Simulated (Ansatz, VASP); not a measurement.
**One calculation of Al6Ru, two programs**

```xyz
14
Lattice="3.7327 -3.2647 0.0000 3.7327 3.2647 0.0000 0.0000 0.0000 8.9391" Properties=species:S:1:pos:R:3 pbc="T T T"
Al    2.3880    0.0000    0.0000
Al    5.0773    0.0000    4.4695
Al    5.0773    0.0000    0.0000
Al    2.3880    0.0000    4.4695
Al    3.7327   -2.3366    0.8814
Al    3.7327    2.3366    5.3509
Al    3.7327   -2.3366    3.5882
Al    3.7327    2.3366    8.0577
Al    2.3877    1.9465    2.2348
Al    5.0777   -1.9465    6.7043
Al    5.0777    1.9465    2.2348
Al    2.3877   -1.9465    6.7043
Ru    3.7327   -0.2372    2.2348
Ru    3.7327    0.2372    6.7043
```

Alike in both runs: functional PBEsol; k mesh 8 × 8 × 4; occupations fermi-dirac, width 0.15 eV; no spin polarisation.

Ansatz relaxed the structure, and its values are those at the end. VASP's run is a single point on that final structure, the one shown.

|  | VASP | Ansatz |
| --- | --- | --- |
| version | VASP 6.6.1 | Ansatz 0.2.0 |
| potentials or method | VASP PAW PBE potentials, release 64 (Al, Ru_pv), cutoff 520 eV | scalar-relativistic, plane waves, PAW |
| valence electrons in the cell | 64 | 68 |

Ansatz gave:

- gap on the k mesh at the Fermi level (eV): none
- pressure (GPa): 0.0

**Question.** Which values does VASP return?

**Answer.** gap on the k mesh at the Fermi level (eV): none; pressure (GPa): 0.1.

VASP's potentials were made for PBE, not for PBEsol. A gap of «none» marks a metal or a gap that the smearing closes. With one functional, cell and mesh, what is left measures potentials, basis and numerics. VASP's potentials hold 64 valence electrons a cell and Ansatz's 68, so a difference there can come from the potentials and not from the codes.
